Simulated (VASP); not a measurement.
A run of VASP 6.6.1:

File INCAR:

```
ALGO = Normal ; EDIFF = 1E-6
EDIFFG = -0.08 ; ENCUT = 600
GGA = PE ; IBRION = 2
ISIF = 3 ; ISMEAR = 0
LASPH = True ; LCHARG = False
LREAL = False ; LWAVE = False
NELM = 100 ; NSW = 36
PREC = Accurate ; SIGMA = 0.2
```

Contents of KPOINTS:

```
k-points
0
Gamma
  3 3 3
```

Contents of POSCAR:

```
Cd7S
1.0
    6.9651523400      0.0000000000      0.0000000000
   -3.4825761700      6.0319988700      0.0000000000
    0.0000000000      0.0000000000      5.5517106200
Cd S
7 1
Direct
    0.4996277400      0.9992554800      0.0000000000
    0.4996277400      0.5003722600      0.0000000000
    0.0007445200      0.5003722600      0.0000000000
    0.3392522600      0.1696261300      0.5000000000
    0.8303738700      0.1696261300      0.5000000000
    0.8303738700      0.6607477400      0.5000000000
    0.3333333300      0.6666666700      0.5000000000
    0.0000000000      0.0000000000      0.0000000000
```

Potentials or basis: VASP PAW PBE potentials, release 64 (Cd, S).

Launch:

```sh
$ cat potpaw_PBE.64/Cd/POTCAR potpaw_PBE.64/S/POTCAR > POTCAR
$ mpirun -np 1 vasp_std > vasp.out
```

Hardware: 1 thread of Intel(R) Xeon(R) 6975P-C (Granite Rapids), with other jobs on the host.

Problem. Estimate the wall time of this run.

Solution. Wall time 8.6 min on 1 thread of Intel(R) Xeon(R) 6975P-C (Granite Rapids), on a shared host, peak memory 0.45 GiB. Counts: scf iterations 134, k points 6, ion steps 16.
